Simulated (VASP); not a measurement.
# N (P4_2/mnm) in VASP: single point with HSE06

Aim: the single point of N with HSE06.

Everything below comes from runs of VASP 6.6.1. Logs are shortened: lines on timing, memory, paths and dates and some standing lists are left out, and cuts for length are marked.

**1. The cell of the first run**

The structure is tetragonal, space group P4_2/mnm (No. 136). The conventional cell has a = 3.961 Å, b = 3.961 Å, c = 5.133 Å, α = 90.00°, β = 90.00°, γ = 90.00°. Within 1.5 Å of N (site symmetry m2m) lie 1 N at 1.09 Å.

**2. Single point, HSE06**

File POSCAR:

```
N
1.0
    3.9609752007      0.0000000000      0.0000000000
    0.0000000000      3.9609752007      0.0000000000
    0.0000000000      0.0000000000      5.1331802138
N
4
Direct
    0.9024068436      0.9024068436      0.0000000000
    0.5975931564      0.4024068436      0.5000000000
    0.0975931564      0.0975931564      0.0000000000
    0.4024068436      0.5975931564      0.5000000000
```

File INCAR.step1:

```
PREC = Accurate ; ENCUT = 520
EDIFF = 1E-5 ; ISMEAR = 0
SIGMA = 0.01 ; LREAL = F
LASPH = T ; NELM = 100
ALGO = Normal ; ISIF = 2
LWAVE = T ; LCHARG = F
GGA = PE ; NBANDS = 18
```

File INCAR.step2:

```
PREC = Accurate ; ENCUT = 520
EDIFF = 1E-7 ; ISMEAR = 0
SIGMA = 0.01 ; LREAL = F
LASPH = T ; NELM = 100
ALGO = Normal ; ISIF = 2
LWAVE = F ; LCHARG = F
GGA = PE ; LHFCALC = T
HFSCREEN = 0.2079 ; PRECFOCK = Normal
ISTART = 1 ; NBANDS = 18
```

File KPOINTS:

```
regular mesh
0
Gamma
  4 4 4
```

Potentials or basis: VASP PAW PBE potentials, release 64 (N).

Command:

```sh
> cat potpaw_PBE.64/N/POTCAR > POTCAR
> cp INCAR.step1 INCAR
> mpirun -np 1 vasp_std > vasp.out
> cp INCAR.step2 INCAR
> mpirun -np 1 vasp_std > vasp.out
```

OUTCAR:

```text
PREC = Accurate
   ENCUT = 520
   EDIFF = 1E-7
   ISMEAR = 0
   LREAL = F
   LASPH = T
   NELM = 100
   ISIF = 2
   GGA = PE
   LHFCALC = T
   HFSCREEN = 0.2079
   PRECFOCK = Normal
   ISTART = 1

 ion  position               nearest neighbor table
   1  0.902  0.902  0.000-   3 1.09
   2  0.598  0.402  0.500-   4 1.09
   3  0.098  0.098  0.000-   1 1.09
   4  0.402  0.598  0.500-   2 1.09

  LATTYP: Found a simple tetragonal cell.
 ALAT       =     3.9609752007
 C/A-ratio  =     1.2959384883

  Lattice vectors:

 A1 = (   3.9609752007,   0.0000000000,   0.0000000000)
 A2 = (   0.0000000000,   3.9609752007,   0.0000000000)
 A3 = (   0.0000000000,   0.0000000000,   5.1331802138)

Analysis of symmetry for initial positions (statically):
=====================================================================
 Subroutine PRICEL returns:
 Original cell was already a primitive cell.

 Routine SETGRP: Setting up the symmetry group for a
 simple tetragonal supercell.

 Subroutine GETGRP returns: Found 16 space group operations
 (whereof  8 operations were pure point group operations)
 out of a pool of 16 trial point group operations.

The static configuration has the point symmetry D_2h.
 The point group associated with its full space group is D_4h.

Analysis of symmetry for dynamics (positions and initial velocities):
=====================================================================
 Subroutine PRICEL returns:
 Original cell was already a primitive cell.

 Routine SETGRP: Setting up the symmetry group for a
 simple tetragonal supercell.

 Subroutine GETGRP returns: Found 16 space group operations
 (whereof  8 operations were pure point group operations)
 out of a pool of 16 trial point group operations.

The dynamic configuration has the point symmetry D_2h.
 The point group associated with its full space group is D_4h.

 Subroutine INISYM returns: Found 16 space group operations
 (whereof  8 operations are pure point group operations),
 and found     1 'primitive' translations

----------------------------------------------------------------------------------------

                                     Primitive cell

  volume of cell :      80.5361

  direct lattice vectors                    reciprocal lattice vectors
     3.960975201  0.000000000  0.000000000     0.252463080  0.000000000  0.000000000
     0.000000000  3.960975201  0.000000000     0.000000000  0.252463080  0.000000000
     0.000000000  0.000000000  5.133180214     0.000000000  0.000000000  0.194811006

  length of vectors
     3.960975201  3.960975201  5.133180214     0.252463080  0.252463080  0.194811006

  position of ions in fractional coordinates (direct lattice)
     0.902406844  0.902406844  0.000000000
     0.597593156  0.402406844  0.500000000
     0.097593156  0.097593156  0.000000000
     0.402406844  0.597593156  0.500000000

  ion indices of the primitive-cell ions
   primitive index   ion index
                 1           1
                 2           2
                 3           3
                 4           4

----------------------------------------------------------------------------------------

 KPOINTS: regular mesh

Automatic generation of k-mesh.
 Grid dimensions read from file:
 generate k-points for:    4    4    4

 Generating k-lattice:

  Cartesian coordinates                     Fractional coordinates (reciprocal lattice)
     0.063115770  0.000000000  0.000000000     0.250000000  0.000000000  0.000000000
     0.000000000  0.063115770  0.000000000     0.000000000  0.250000000  0.000000000
     0.000000000  0.000000000  0.048702751     0.000000000  0.000000000  0.250000000

  Length of vectors
     0.063115770  0.063115770  0.048702751

  Shift w.r.t. Gamma in fractional coordinates (k-lattice)
     0.000000000  0.000000000  0.000000000

 Subroutine IBZKPT returns following result:
 ===========================================

 Found     18 irreducible k-points:

 Following reciprocal coordinates:
            Coordinates               Weight
  0.000000  0.000000  0.000000      1.000000
  0.250000  0.000000  0.000000      4.000000
  0.500000  0.000000  0.000000      2.000000
  0.250000  0.250000  0.000000      4.000000
  0.500000  0.250000  0.000000      4.000000
  0.500000  0.500000  0.000000      1.000000
[... 10 lines left out ...]
  0.500000  0.250000  0.500000      4.000000
  0.500000  0.500000  0.500000      1.000000
   k-points           NKPTS =     18   k-points in BZ     NKDIM =     64   number of bands    NBANDS=     18
   number of dos      NEDOS =    301   number of ions     NIONS =      4
   total plane-waves  NPLWV =  36000
   dimension x,y,z NGX =    30 NGY =   30 NGZ =   40
   dimension x,y,z NGXF=    60 NGYF=   60 NGZF=   80
   ions per type =               4
   NGX,Y,Z   is equivalent  to a cutoff of  12.59, 12.59, 12.95 a.u.
   NGXF,Y,Z  is equivalent  to a cutoff of  25.18, 25.18, 25.91 a.u.
 SYSTEM =  unknown system
   PREC   = accura    normal or accurate (medium, high low for compatibility)
   ISTART =      1    job   : 0-new  1-cont  2-samecut
   ICHARG =      0    charge: 1-file 2-atom 10-const
   ISPIN  =      1    spin polarized calculation?
   LNONCOLLINEAR =      F non collinear calculations
   LSORBIT =      F    spin-orbit coupling
   LASPH  =      T    aspherical Exc in radial PAW
   ENCUT  =  520.0 eV  38.22 Ry    6.18 a.u.   7.36  7.36  9.54*2*pi/ulx,y,z
   NELM   =    100;   NELMIN=  2; NELMDL=  0     # of ELM steps
   EDIFF  = 0.1E-06   stopping-criterion for ELM
   LREAL  =      F    real-space projection
   EDIFFG = 0.1E-05   stopping-criterion for IOM
   NSW    =      0    number of steps for IOM
   IBRION =     -1    ionic relax: 0-MD 1-quasi-New 2-CG
   NFREE  =      0    steps in history (QN), initial steepest desc. (CG)
   ISIF   =      2    stress and relaxation
   ISYM   =      3    0-nonsym 1-usesym 2-fastsym
   POTIM  = 0.5000    time-step for ionic-motion
   TEBEG  =    0.0;   TEEND  =   0.0 temperature during run
   PSTRESS=    0.0 pullay stress
   NELECT =      20.0000    total number of electrons
   NUPDOWN=      -1.0000    fix difference up-down
   EMIN   =  10.00;   EMAX   =-10.00  energy-range for DOS
   EFERMI =   0.00;   METHOD = LEGACY
   ISMEAR =     0;   SIGMA  =   0.01  broadening in eV -4-tet -1-fermi 0-gaus
   EFERMI_NEDOS =   21; number of points for ismear=-14 and -15
   IALGO  =     38    algorithm
   IMIX   =      1    mixing-type and parameters
     AMIX     =   0.40;   BMIX     =  1.00
     AMIX_MAG =   1.60;   BMIX_MAG =  1.00
  volume/ion in A,a.u.               =      20.13       135.87
  Fermi-wavevector in a.u.,A,eV,Ry     =   1.029014  1.944554 14.406796  1.058870
  Thomas-Fermi vector in A             =   2.163040
   LORBIT       =      0    0 simple, 1 ext, 2 COOP (PROOUT), +10 PAW based schemes
   GGA     = PE    functional components
   LHFCALC =     T    Hartree Fock is set to
   PRECFOCK=normal    Normal, Fast or Accurate (Low or Medium for compatibility)
   ENCUT4O =  -1.0   cutoff for four orbital integrals eV
   NKREDX  =     1    reduce k-point grid by
   NKREDY  =     1    reduce k-point grid by
   NKREDZ  =     1    reduce k-point grid by
   AEXX    =    0.2500 exact exchange contribution
   HFSCREEN=    0.2079 screening length (either q_TF or 0.3 A-1)
   HFSCREENC=   0.2079 screening length for correlation (either q_TF or 0.3 A-1)
   ENCUTFOCK=  -1.0 apply spherical cutoff to Coloumb kernel
   IVDW    =     0    specifies the selected vdW correction
   LEPSILON=     F    determine dielectric tensor
   LRPA    =     F    only Hartree local field effects (RPA)
 non-spin polarized calculation
 Gauss-broadening in eV      SIGMA  =   0.01
  energy-cutoff  :      520.00
  volume of cell :       80.54
 maximum number of plane-waves:      2212
 NGX is ok and might be reduce to    30
  NGX = 24; NGY = 24; NGZ = 30

 number of electron      19.9999994 magnetization

 Free energy of the ion-electron system (eV)
  ---------------------------------------------------
  ext. energy  EPLUGINS =         0.00000000
  ---------------------------------------------------
  free energy    TOTEN  =       -40.86118683 eV

  energy without entropy =      -40.86118683  energy(sigma->0) =      -40.86118683

 E-fermi :  -7.4089     XC(G=0):  -5.7504

 val. band max:       -7.5011036270   @ k =   0.5000   0.5000   0.5000
 cond. band min:       1.5549123429   @ k =   0.0000   0.0000   0.0000
 fundamental gap:      9.0560159699
 Fermi energy:        -7.4088526836

 k-point     1 :       0.0000    0.0000    0.0000
  band No.  band energies     occupation
      1     -27.4743      2.00000
      2     -27.3791      2.00000
      3     -11.0622      2.00000
      4     -11.0622      2.00000
      5      -9.4444      2.00000
      6      -8.7593      2.00000
[... 10 lines left out ...]
     17       9.1813      0.00000
     18      13.0878      0.00000

 k-point     2 :       0.2500    0.0000    0.0000
  band No.  band energies     occupation
      1     -27.4516      2.00000
      2     -27.3841      2.00000
      3     -11.2289      2.00000
      4     -11.2252      2.00000
      5      -9.2962      2.00000
      6      -9.0511      2.00000
[... 10 lines left out ...]
     17       9.5564      0.00000
     18      11.3651      0.00000

 k-point     3 :       0.5000    0.0000    0.0000
  band No.  band energies     occupation
      1     -27.4090      2.00000
      2     -27.4090      2.00000
      3     -11.3866      2.00000
      4     -11.3866      2.00000
      5      -8.9862      2.00000
      6      -8.9862      2.00000
[... 10 lines left out ...]
     17      10.7014      0.00000
     18      10.7014      0.00000

 k-point     4 :       0.2500    0.2500    0.0000
  band No.  band energies     occupation
      1     -27.4330      2.00000
      2     -27.3852      2.00000
      3     -11.3758      2.00000
      4     -11.3380      2.00000
      5      -9.1787      2.00000
      6      -9.1486      2.00000
[... 249 lines left out ...]
      4     -11.3106      2.00000
      5      -9.4205      2.00000
      6      -8.9728      2.00000
[... 10 lines left out ...]
     17      10.1858      0.00000
     18      10.5020      0.00000

 k-point    17 :       0.5000    0.2500    0.5000
  band No.  band energies     occupation
      1     -27.3998      2.00000
      2     -27.3998      2.00000
      3     -11.4793      2.00000
      4     -11.4793      2.00000
      5      -9.2361      2.00000
      6      -9.2361      2.00000
[... 10 lines left out ...]
     17      10.1338      0.00000
     18      10.1338      0.00000

 k-point    18 :       0.5000    0.5000    0.5000
  band No.  band energies     occupation
      1     -27.3911      2.00000
      2     -27.3911      2.00000
      3     -11.5550      2.00000
      4     -11.5550      2.00000
      5      -9.2190      2.00000
      6      -9.2190      2.00000
[... 10 lines left out ...]
     17       9.6339      0.00000
     18       9.6339      0.00000

------------------------ aborting loop because EDIFF is reached ----------------------------------------

  FORCE on cell =-STRESS in cart. coord.  units (eV):
  Direction    XX          YY          ZZ          XY          YZ          ZX
  --------------------------------------------------------------------------------------
  -------------------------------------------------------------------------------------
  Total        1.9009391      1.9009391      0.3324595     -0.0000000      0.0000000      0.0000000
  in kB       37.8170839     37.8170839      6.6139145     -0.0000000      0.0000000      0.0000000
  external PRESSURE =      27.4160274 kB  Pullay stress =       0.0000000 kB

 VOLUME and BASIS-vectors are now :
 -----------------------------------------------------------------------------
  energy-cutoff  :      520.00
  volume of cell :       80.54
      direct lattice vectors                 reciprocal lattice vectors
     3.960975201  0.000000000  0.000000000     0.252463080  0.000000000  0.000000000
     0.000000000  3.960975201  0.000000000     0.000000000  0.252463080  0.000000000
     0.000000000  0.000000000  5.133180214     0.000000000  0.000000000  0.194811006

 POSITION                                       TOTAL-FORCE (eV/Angst)
 -----------------------------------------------------------------------------------
      3.57441      3.57441      0.00000        -1.042092     -1.042092     -0.000000
      2.36705      1.59392      2.56659         1.042092     -1.042092     -0.000000
      0.38656      0.38656      0.00000         1.042092      1.042092      0.000000
      1.59392      2.36705      2.56659        -1.042092      1.042092      0.000000
 -----------------------------------------------------------------------------------
    total drift:                               -0.000000     -0.000000     -0.000000

  FREE ENERGIE OF THE ION-ELECTRON SYSTEM (eV)
  ---------------------------------------------------
  free  energy   TOTEN  =       -40.8611868268 eV

  energy  without entropy=      -40.8611868268  energy(sigma->0) =      -40.86118683
```

It took 19 min on 1 thread of Intel Xeon Platinum 8259CL at 2.50GHz (Skylake/Cascade Lake), shared host; peak memory 0.3 GiB.

What came out:

```yaml
Free_energy: -40.8612 eV
Pressure: 2.7 GPa
Largest_force: 1.474 eV/Å
Band_gap_on_the_k_mesh: 9.06 eV (least direct gap 9.31 eV)
```

Forces in eV/Å, atoms in the order of the input:
```
N   -1.042 -1.042  0.000
N    1.042 -1.042  0.000
N    1.042  1.042  0.000
N   -1.042  1.042  0.000
```

Stress tensor (GPa, compression positive):
```
3.78 0.00 0.00
0.00 3.78 0.00
0.00 0.00 0.66
```

Caveat: the standard files for N, O and F lose accuracy on very short bonds; this functional lacks dispersion, which holds the molecules together, so the pressure and a relaxed volume are unreliable; the PAW data sets were made with another functional, which shifts forces and pressure a little. A k mesh can miss the band edges.
